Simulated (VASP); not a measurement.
Set up this calculation in VASP 6.6.1, as the native input.

```yaml
Task: single point
Functional: RPBE
Potentials_or_basis: VASP PAW PBE potentials, release 64 (Ni, O)
Cutoff: 520 eV
k_mesh: 11 × 11 × 11
Occupations: fermi-dirac, width 0.05 eV
Spin: collinear spin, ferromagnetic start
Starting_moments: "[1.0, 0.0] μB"
Dipole_correction: no
Further_INCAR_settings: ALGO = Normal; EDIFF = 1e-06; NBANDS = 19
```

The structure of NiO lies in POSCAR:

```
NiO
1.0
    0.0000000000      2.0859016414      2.0859016414
    2.0859016414      0.0000000000      2.0859016414
    2.0859016414      2.0859016414      0.0000000000
Ni O
1 1
Direct
    0.0000000000      0.0000000000      0.0000000000
    0.5000000000      0.5000000000      0.5000000000
```

The input as run:

INCAR

```
PREC = Accurate
ENCUT = 520
EDIFF = 1E-6
ISMEAR = -1
SIGMA = 0.05
LREAL = F
LASPH = T
NELM = 150
ALGO = Normal
ISIF = 2
LWAVE = F
LCHARG = F
ISPIN = 2
MAGMOM = 1 0
LORBIT = 11
LMAXMIX = 4
GGA = RP
NBANDS = 19
```

KPOINTS

```
Automatic mesh
0
Gamma
  11 11 11
```

Potentials or basis: VASP PAW PBE potentials, release 64 (Ni, O).

Launch:

```sh
$ cat potpaw_PBE.64/Ni/POTCAR potpaw_PBE.64/O/POTCAR > POTCAR
$ mpirun -np 1 vasp_std > vasp.out
```

Results of the run:

- Pressure: 12.9 GPa
- Net moment: 1.80 μB per cell
- Site moments: Ni +1.48; O +0.28 μB
- Valence electrons inside the program's atomic spheres: Ni 8.97; O 5.00

Caveat: the cell stands under pressure; the PAW data sets were made with another functional, which shifts forces and pressure a little; a cell with one magnetic atom can't hold antiferromagnetic order, which such compounds often take.

Run time: 62 s on 1 thread of Intel Xeon 8259CL (shared host), peak memory 0.17 GiB.
